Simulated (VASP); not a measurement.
# BN (Amm2) in VASP: notebook

The runs below take BN through single point, with r2SCAN.

All numbers are computed with VASP 6.6.1; they aren't measurements. Logs are shortened: lines on timing, memory, paths and dates and some standing lists are left out, and cuts for length are marked.

### Step 1. The cell of the first run

The structure is orthorhombic, space group Amm2 (No. 38). Conventional cell: a = 6.661 Å, b = 2.504 Å, c = 4.337 Å, α = 90.00°, β = 90.00°, γ = 90.00°. B (site symmetry mm2) has 3 N at 1.45 Å within 1.9 Å. Within 1.9 Å of B (site symmetry mm2) lie 3 N at 1.40 to 1.55 Å. N (site symmetry mm2) has 3 B at 1.40 to 1.55 Å within 1.9 Å. N (site symmetry mm2) has 3 B at 1.45 Å within 1.9 Å.

### Step 2. Single point, r2SCAN (atom 3 (N) moved -0.100 Å towards its neighbour atom 2 (B) at 1.446 Å)

POSCAR

```
BN
1.0
    2.5039917043      0.0000000000      0.0000000000
   -1.2519958522      2.1685204268      0.0000000000
    0.0000000000      0.0000000000      6.6612000000
B N
2 2
Direct
    0.3333333333      0.6666666667      0.2500000000
    0.6666666667      0.3333333333      0.7500000000
    0.3794477249      0.6897238624      0.7500000000
    0.6666666667      0.3333333333      0.2500000000
```

INCAR.step1

```
SYSTEM = BN
PREC = Accurate
ENCUT = 520
ISMEAR = 0
SIGMA = 0.05
LREAL = .FALSE.
LASPH = .TRUE.
NELM = 60
NBANDS = 16
GGA = PE
ALGO = Normal
EDIFF = 1E-4
LWAVE = .TRUE.
LCHARG = .FALSE.
```

INCAR.step2

```
SYSTEM = BN
PREC = Accurate
ENCUT = 520
EDIFF = 1E-7
ISMEAR = 0
SIGMA = 0.05
LREAL = .FALSE.
LASPH = .TRUE.
NELM = 60
ALGO = Normal
ISIF = 2
LWAVE = .FALSE.
LCHARG = .FALSE.
METAGGA = R2SCAN
LMIXTAU = .TRUE.
NBANDS = 16
ISTART = 1
```

KPOINTS

```
Automatic mesh
0
G
  12 12 4
  0 0 0
```

Potentials or basis: VASP PAW PBE potentials, release 64 (B, N).

Launch:

```
cat potpaw_PBE.64/B/POTCAR potpaw_PBE.64/N/POTCAR > POTCAR
cp INCAR.step1 INCAR
mpirun -np 1 vasp_std > vasp.out
cp INCAR.step2 INCAR
mpirun -np 1 vasp_std > vasp.out
```

OUTCAR:

```text
SYSTEM = BN
   PREC = Accurate
   ENCUT = 520
   EDIFF = 1E-7
   ISMEAR = 0
   LREAL = .FALSE.
   LASPH = .TRUE.
   NELM = 60
   ISIF = 2
   METAGGA = R2SCAN
   ISTART = 1

 ion  position               nearest neighbor table
   1  0.333  0.667  0.250-   4 1.45   4 1.45   4 1.45
   2  0.667  0.333  0.750-   3 1.40   3 1.40   3 1.55
   3  0.379  0.690  0.750-   2 1.40   2 1.40   2 1.55
   4  0.667  0.333  0.250-   1 1.45   1 1.45   1 1.45

  LATTYP: Found a hexagonal cell.
 ALAT       =     2.5039917043
 C/A-ratio  =     2.6602324555

  Lattice vectors:

 A1 = (   2.5039917043,   0.0000000000,   0.0000000000)
 A2 = (  -1.2519958522,   2.1685204268,   0.0000000000)
 A3 = (   0.0000000000,   0.0000000000,   6.6612000000)

Analysis of symmetry for initial positions (statically):
=====================================================================
 Subroutine PRICEL returns:
 Original cell was already a primitive cell.

 Routine SETGRP: Setting up the symmetry group for a
 hexagonal supercell.

 Subroutine GETGRP returns: Found  4 space group operations
 (whereof  2 operations were pure point group operations)
 out of a pool of 24 trial point group operations.

The static configuration has the point symmetry C_1h.
 The point group associated with its full space group is C_2v.

Analysis of symmetry for dynamics (positions and initial velocities):
=====================================================================
 Subroutine PRICEL returns:
 Original cell was already a primitive cell.

 Routine SETGRP: Setting up the symmetry group for a
 hexagonal supercell.

 Subroutine GETGRP returns: Found  4 space group operations
 (whereof  2 operations were pure point group operations)
 out of a pool of 24 trial point group operations.

The dynamic configuration has the point symmetry C_1h.
 The point group associated with its full space group is C_2v.

 Subroutine INISYM returns: Found  4 space group operations
 (whereof  2 operations are pure point group operations),
 and found     1 'primitive' translations

----------------------------------------------------------------------------------------

                                     Primitive cell

  volume of cell :      36.1700

  direct lattice vectors                    reciprocal lattice vectors
     2.503991704  0.000000000  0.000000000     0.399362345  0.230571958  0.000000000
    -1.251995852  2.168520427  0.000000000     0.000000000  0.461143915  0.000000000
     0.000000000  0.000000000  6.661200000     0.000000000  0.000000000  0.150123101

  length of vectors
     2.503991704  2.503991704  6.661200000     0.461143915  0.461143915  0.150123101

  position of ions in fractional coordinates (direct lattice)
     0.333333333  0.666666667  0.250000000
     0.666666667  0.333333333  0.750000000
     0.379447725  0.689723862  0.750000000
     0.666666667  0.333333333  0.250000000

  ion indices of the primitive-cell ions
   primitive index   ion index
                 1           1
                 2           2
                 3           3
                 4           4

----------------------------------------------------------------------------------------

 KPOINTS: Automatic mesh

Automatic generation of k-mesh.
 Grid dimensions read from file:
 generate k-points for:   12   12    4

 Generating k-lattice:

  Cartesian coordinates                     Fractional coordinates (reciprocal lattice)
     0.033280195  0.019214330  0.000000000     0.083333333 -0.000000000  0.000000000
     0.000000000  0.038428660  0.000000000     0.000000000  0.083333333  0.000000000
     0.000000000  0.000000000  0.037530775     0.000000000  0.000000000  0.250000000

  Length of vectors
     0.038428660  0.038428660  0.037530775

  Shift w.r.t. Gamma in fractional coordinates (k-lattice)
     0.000000000  0.000000000  0.000000000

 Subroutine IBZKPT returns following result:
 ===========================================

 Found    129 irreducible k-points:

 Following reciprocal coordinates:
            Coordinates               Weight
  0.000000  0.000000  0.000000      1.000000
  0.083333  0.000000  0.000000      2.000000
  0.000000  0.083333  0.000000      4.000000
  0.166667  0.000000  0.000000      2.000000
  0.000000  0.166667  0.000000      4.000000
  0.250000  0.000000  0.000000      2.000000
[... 16 lines left out ...]
 -0.083333  0.416667  0.000000      4.000000
 -0.416667  0.333333  0.000000      4.000000
 [... further k-points ...]
   k-points           NKPTS =    129   k-points in BZ     NKDIM =    129   number of bands    NBANDS=     16
   number of dos      NEDOS =    301   number of ions     NIONS =      4
   total plane-waves  NPLWV =  20000
   dimension x,y,z NGX =    20 NGY =   20 NGZ =   50
   dimension x,y,z NGXF=    40 NGYF=   40 NGZF=  100
   ions per type =               2   2
   NGX,Y,Z   is equivalent  to a cutoff of  13.28, 13.28, 12.48 a.u.
   NGXF,Y,Z  is equivalent  to a cutoff of  26.56, 26.56, 24.96 a.u.
 SYSTEM =  BN
   PREC   = accura    normal or accurate (medium, high low for compatibility)
   ISTART =      1    job   : 0-new  1-cont  2-samecut
   ICHARG =      0    charge: 1-file 2-atom 10-const
   ISPIN  =      1    spin polarized calculation?
   LNONCOLLINEAR =      F non collinear calculations
   LSORBIT =      F    spin-orbit coupling
   LASPH  =      T    aspherical Exc in radial PAW
   ENCUT  =  520.0 eV  38.22 Ry    6.18 a.u.   4.66  4.66 12.39*2*pi/ulx,y,z
   NELM   =     60;   NELMIN=  2; NELMDL=  0     # of ELM steps
   EDIFF  = 0.1E-06   stopping-criterion for ELM
   LREAL  =      F    real-space projection
   EDIFFG = 0.1E-05   stopping-criterion for IOM
   NSW    =      0    number of steps for IOM
   IBRION =     -1    ionic relax: 0-MD 1-quasi-New 2-CG
   NFREE  =      0    steps in history (QN), initial steepest desc. (CG)
   ISIF   =      2    stress and relaxation
   ISYM   =      2    0-nonsym 1-usesym 2-fastsym
   POTIM  = 0.5000    time-step for ionic-motion
   TEBEG  =    0.0;   TEEND  =   0.0 temperature during run
   PSTRESS=    0.0 pullay stress
   NELECT =      16.0000    total number of electrons
   NUPDOWN=      -1.0000    fix difference up-down
   EMIN   =  10.00;   EMAX   =-10.00  energy-range for DOS
   EFERMI =   0.00;   METHOD = LEGACY
   ISMEAR =     0;   SIGMA  =   0.05  broadening in eV -4-tet -1-fermi 0-gaus
   EFERMI_NEDOS =   21; number of points for ismear=-14 and -15
   IALGO  =     38    algorithm
   IMIX   =      4    mixing-type and parameters
     AMIX     =   0.40;   BMIX     =  1.00
     AMIX_MAG =   1.60;   BMIX_MAG =  1.00
  volume/ion in A,a.u.               =       9.04        61.02
  Fermi-wavevector in a.u.,A,eV,Ry     =   1.247379  2.357205 21.170055  1.555955
  Thomas-Fermi vector in A             =   2.381514
   LORBIT       =      0    0 simple, 1 ext, 2 COOP (PROOUT), +10 PAW based schemes
   METAGGA = R2SCAN    functional components
   LHFCALC =     F    Hartree Fock is set to
   AEXX    =    0.0000 exact exchange contribution
   IVDW    =     0    specifies the selected vdW correction
   LEPSILON=     F    determine dielectric tensor
   LRPA    =     F    only Hartree local field effects (RPA)
 non-spin polarized calculation
 Gauss-broadening in eV      SIGMA  =   0.05
  energy-cutoff  :      520.00
  volume of cell :       36.17
 maximum number of plane-waves:       992
   NGX =  9   NGY =  9   NGZ = 25

 number of electron      15.9999998 magnetization

 Free energy of the ion-electron system (eV)
  ---------------------------------------------------
  ext. energy  EPLUGINS =         0.00000000
  ---------------------------------------------------
  free energy    TOTEN  =       -38.40733402 eV

  energy without entropy =      -38.40733402  energy(sigma->0) =      -38.40733402

 E-fermi :   2.2555     XC(G=0): -10.7145

 val. band max:        1.9855678262   @ k =   0.3333   0.3333   0.2500
 cond. band min:       6.7843389352   @ k =   0.0000   0.5000   0.0000
 fundamental gap:      4.7987711090
 Fermi energy:         2.2554996743

 k-point     1 :       0.0000    0.0000    0.0000
  band No.  band energies     occupation
      1     -16.8085      2.00000
      2     -16.5248      2.00000
      3      -4.3840      2.00000
      4      -2.2322      2.00000
      5      -0.5692      2.00000
      6       0.6447      2.00000
[... 8 lines left out ...]
     15      16.0126      0.00000
     16      16.3233      0.00000

 k-point     2 :       0.0833    0.0000    0.0000
  band No.  band energies     occupation
      1     -16.6652      2.00000
      2     -16.3857      2.00000
      3      -4.1929      2.00000
      4      -2.0610      2.00000
      5      -0.7743      2.00000
      6       0.0550      2.00000
[... 8 lines left out ...]
     15      15.8033      0.00000
     16      16.5717      0.00000

 k-point     3 :       0.0000    0.0833    0.0000
  band No.  band energies     occupation
      1     -16.6686      2.00000
      2     -16.3895      2.00000
      3      -4.1890      2.00000
      4      -2.0558      2.00000
      5      -1.0038      2.00000
      6       0.0559      2.00000
[... 8 lines left out ...]
     15      15.7402      0.00000
     16      16.3092      0.00000

 k-point     4 :       0.1667    0.0000    0.0000
  band No.  band energies     occupation
      1     -16.2434      2.00000
      2     -15.9762      2.00000
      3      -3.6278      2.00000
      4      -1.5594      2.00000
      5      -1.4305      2.00000
      6      -1.2911      2.00000
[... 8 lines left out ...]
     15      16.6601      0.00000
     16      18.1291      0.00000
[... 324 lines left out ...]
 k-point    22 :       0.3333    0.0833    0.0000
  band No.  band energies     occupation
      1     -14.2122      2.00000
      2     -14.0196      2.00000
      3      -5.9382      2.00000
      4      -5.5782      2.00000
      5      -3.0116      2.00000
      6      -2.3416      2.00000
[... 8 lines left out ...]
     15      18.2363      0.00000
     16      21.6739      0.00000

 k-point    23 :      -0.0833    0.4167    0.0000
  band No.  band energies     occupation
      1     -14.2958      2.00000
      2     -14.1043      2.00000
      3      -6.1431      2.00000
      4      -5.9233      2.00000
      5      -2.3462      2.00000
      6      -1.8453      2.00000
[... 8 lines left out ...]
     15      18.2159      0.00000
     16      21.6080      0.00000

 k-point    24 :      -0.4167    0.3333    0.0000
  band No.  band energies     occupation
      1     -14.2677      2.00000
      2     -14.0909      2.00000
      3      -6.1380      2.00000
      4      -5.9231      2.00000
      5      -2.3461      2.00000
      6      -1.9387      2.00000
[... 8 lines left out ...]
     15      18.1019      0.00000
     16      21.7223      0.00000

 [... further k-points ...]
[... 5 lines left out ...]
  --------------------------------------------------------------------------------------
  -------------------------------------------------------------------------------------
  Total       -0.1083230      0.9630411      0.1273833     -0.9278285      0.0000000      0.0000000
  in kB       -4.7982458     42.6585927      5.6425348    -41.0988278      0.0000000      0.0000000
  external PRESSURE =      14.5009605 kB  Pullay stress =       0.0000000 kB

 VOLUME and BASIS-vectors are now :
 -----------------------------------------------------------------------------
  energy-cutoff  :      520.00
  volume of cell :       36.17
      direct lattice vectors                 reciprocal lattice vectors
     2.503991704  0.000000000  0.000000000     0.399362345  0.230571958  0.000000000
    -1.251995852  2.168520427  0.000000000     0.000000000  0.461143915  0.000000000
     0.000000000  0.000000000  6.661200000     0.000000000  0.000000000  0.150123101

 POSITION                                       TOTAL-FORCE (eV/Angst)
 -----------------------------------------------------------------------------------
     -0.00000      1.44568      1.66530         0.001815      0.001048      0.000000
      1.25200      0.72284      4.99590         3.032491      1.750809      0.000000
      0.08660      1.49568      4.99590        -3.037927     -1.753948      0.000000
      1.25200      0.72284      1.66530         0.003621      0.002091      0.000000
 -----------------------------------------------------------------------------------
    total drift:                                0.000013      0.000007      0.000000

  FREE ENERGIE OF THE ION-ELECTRON SYSTEM (eV)
  ---------------------------------------------------
  free  energy   TOTEN  =       -38.4073340168 eV

  energy  without entropy=      -38.4073340168  energy(sigma->0) =      -38.40733402
```

Wall time 2.9 min (1 thread of Intel Xeon Platinum 8488C (Sapphire Rapids), shared host); peak memory 0.19 GiB.

What came out:

* Free energy: -38.4073 eV
* Pressure: 1.5 GPa
* Largest force: 3.508 eV/Å
* Band gap on the k mesh: 4.80 eV, indirect (least direct gap 5.22 eV)

Forces in eV/Å, atoms in the order of the input:
```
B    0.002  0.001  0.000
B    3.032  1.751  0.000
N   -3.038 -1.754  0.000
N    0.004  0.002  0.000
```

Levels at points of the mesh, in eV from the valence-band top:
```csv
k point,band 6,band 7,band 8,band 9,band 10,band 11
"(0.00, 0.00, 0.00)",-1.34,-1.34,-0.11,5.61,10.82,11.04
"(0.50, 0.00, 0.00)",-4.26,-1.71,-0.51,4.97,7.02,10.11
"(0.00, 0.50, 0.00)",-3.82,-1.34,-0.42,4.80,6.06,10.11
"(0.00, 0.00, 0.50)",-1.34,-1.34,-0.11,8.07,8.08,10.88
"(0.50, 0.00, 0.50)",-4.26,-1.30,-0.92,5.35,6.15,10.49
"(0.00, 0.50, 0.50)",-3.83,-0.92,-0.77,5.00,5.34,10.41
```

Caveat: the cell differs from its parent crystal (atom 3 (N) moved -0.100 Å towards its neighbour atom 2 (B) at 1.446 Å); the PAW data sets were made with another functional, which shifts forces and pressure a little. A k mesh can miss the band edges.

### Step 3. Single point, r2SCAN (atom 3 (N) moved +0.067 Å towards its neighbour atom 2 (B) at 1.446 Å)

POSCAR: that of step 2 with these lines changed.

```diff
@@ -10,3 +10,3 @@
     0.6666666667      0.3333333333      0.7500000000
-    0.3794477249      0.6897238624      0.7500000000
+    0.3025750342      0.6512875171      0.7500000000
     0.6666666667      0.3333333333      0.2500000000
```

INCAR.step1

```
  PREC = Accurate
  ENCUT = 520
  ISMEAR = 0
  SIGMA = 0.05
  LREAL = False
  LASPH = True
  NELM = 80
  NBANDS = 16
  GGA = PE
  ALGO = Normal
  EDIFF = 1E-4
  LWAVE = True
  LCHARG = False
```

INCAR.step2

```
  PREC = Accurate
  ENCUT = 520
  EDIFF = 1E-6
  ISMEAR = 0
  SIGMA = 0.05
  LREAL = False
  LASPH = True
  NELM = 80
  ALGO = Normal
  ISIF = 2
  LWAVE = False
  LCHARG = True
  METAGGA = R2SCAN
  LMIXTAU = True
  LELF = True
  LVHAR = True
  NBANDS = 16
  ISTART = 1
```

KPOINTS

```
Automatic mesh
0
Gamma
  12 12 4
```

Potentials or basis: VASP PAW PBE potentials, release 64 (B, N).

Launch:

```
cat potpaw_PBE.64/B/POTCAR potpaw_PBE.64/N/POTCAR > POTCAR
cp INCAR.step1 INCAR
mpirun -np 1 vasp_std > vasp.out
cp INCAR.step2 INCAR
mpirun -np 1 vasp_std > vasp.out
```

It took 2.4 min on 1 thread of Intel Xeon Platinum 8488C (Sapphire Rapids), shared host; peak memory 0.19 GiB.

Results (log left out):

```
Free energy            : -38.4945 eV
Pressure               : 0.7 GPa
Largest force          : 3.067 eV/Å
Band gap on the k mesh : 4.78 eV, indirect (least direct gap 5.17 eV)
```

Forces in eV/Å, atoms in the order of the input:
```
B   -0.001  0.000  0.000
B   -2.650 -1.530  0.000
N    2.657  1.534  0.000
N   -0.006 -0.003  0.000
```

Stress tensor (GPa, compression positive):
```
 2.72  3.45  0.00
 3.45 -1.26  0.00
 0.00  0.00  0.57
```

Levels at points of the mesh, in eV from the valence-band top:
```csv
k point,band 5,band 6,band 7,band 8,band 9,band 10,band 11,band 12
"(0.00, 0.00, 0.00)",-2.12,-1.33,-1.33,-0.53,5.62,11.05,11.36,12.36
"(0.50, 0.00, 0.00)",-4.26,-3.84,-1.29,-0.40,4.78,5.98,10.28,10.73
"(0.00, 0.50, 0.00)",-4.42,-4.25,-1.52,-0.47,4.92,6.54,10.10,10.59
"(0.00, 0.00, 0.50)",-2.12,-1.33,-1.33,-0.53,8.09,8.09,11.36,12.36
"(0.50, 0.00, 0.50)",-4.25,-3.84,-0.91,-0.69,4.89,5.35,10.64,10.78
"(0.00, 0.50, 0.50)",-4.42,-4.25,-1.05,-0.92,5.35,5.62,10.44,10.63
```

Caveat: the cell differs from its parent crystal (atom 3 (N) moved +0.067 Å towards its neighbour atom 2 (B) at 1.446 Å); the PAW data sets were made with another functional, which shifts forces and pressure a little.

### Step 4. Single point, r2SCAN (atom 3 (N) moved -0.033 Å towards its neighbour atom 2 (B) at 1.446 Å)

POSCAR: that of step 3 with these lines changed.

```diff
@@ -10,3 +10,3 @@
     0.6666666667      0.3333333333      0.7500000000
-    0.3025750342      0.6512875171      0.7500000000
+    0.3486894257      0.6743447129      0.7500000000
     0.6666666667      0.3333333333      0.2500000000
```

INCAR.step1

```
SYSTEM = BN
PREC = Accurate
ENCUT = 520
ISMEAR = 0
SIGMA = 0.05
LREAL = .FALSE.
LASPH = .TRUE.
NELM = 100
NBANDS = 16
GGA = PE
ALGO = Normal
EDIFF = 1E-4
LWAVE = .TRUE.
LCHARG = .FALSE.
```

INCAR.step2

```
SYSTEM = BN
PREC = Accurate
ENCUT = 520
EDIFF = 1E-7
ISMEAR = 0
SIGMA = 0.05
LREAL = .FALSE.
LASPH = .TRUE.
NELM = 100
ALGO = Normal
ISIF = 2
LWAVE = .FALSE.
LCHARG = .TRUE.
METAGGA = R2SCAN
LMIXTAU = .TRUE.
LELF = .TRUE.
LVHAR = .TRUE.
NBANDS = 16
ISTART = 1
```

KPOINTS

```
Automatic mesh
0
G
  12 12 4
  0 0 0
```

Launch:

```
cat potpaw_PBE.64/B/POTCAR potpaw_PBE.64/N/POTCAR > POTCAR
cp INCAR.step1 INCAR
mpirun -np 1 vasp_std > vasp.out
cp INCAR.step2 INCAR
mpirun -np 1 vasp_std > vasp.out
```

Run time: 2.7 min. Hardware: 1 thread of Intel Xeon Platinum 8488C (Sapphire Rapids), shared host; peak memory 0.19 GiB.

The run converged. Its results:

```yaml
Free_energy: -38.5711 eV
Pressure: 0.0 GPa
Largest_force: 1.309 eV/Å
Band_gap_on_the_k_mesh: 4.86 eV, indirect (least direct gap 5.28 eV)
```

Forces on the atoms (eV/Å):
```
B    0.000  0.000  0.000
B    1.131  0.653  0.000
N   -1.133 -0.654  0.000
N    0.002  0.001  0.000
```

Stress tensor (GPa, compression positive):
```
-1.15 -1.46  0.00
-1.46  0.53  0.00
 0.00  0.00  0.57
```

Levels at points of the mesh, in eV from the valence-band top:
| k point | band 6 | band 7 | band 8 | band 9 | band 10 | band 11 |
| --- | --- | --- | --- | --- | --- | --- |
| (0.00, 0.00, 0.00) | -1.33 | -1.33 | -0.92 | 5.62 | 11.04 | 11.82 |
| (0.50, 0.00, 0.00) | -4.25 | -1.52 | -0.46 | 4.92 | 6.53 | 10.17 |
| (0.00, 0.50, 0.00) | -4.12 | -1.40 | -0.43 | 4.86 | 6.23 | 10.21 |
| (0.00, 0.00, 0.50) | -1.33 | -1.33 | -0.92 | 8.09 | 8.09 | 11.84 |
| (0.50, 0.00, 0.50) | -4.25 | -1.04 | -0.92 | 5.35 | 5.61 | 10.58 |
| (0.00, 0.50, 0.50) | -4.13 | -0.92 | -0.86 | 5.23 | 5.35 | 10.63 |

Caveat: the cell differs from its parent crystal (atom 3 (N) moved -0.033 Å towards its neighbour atom 2 (B) at 1.446 Å); the PAW data sets were made with another functional, which shifts forces and pressure a little.
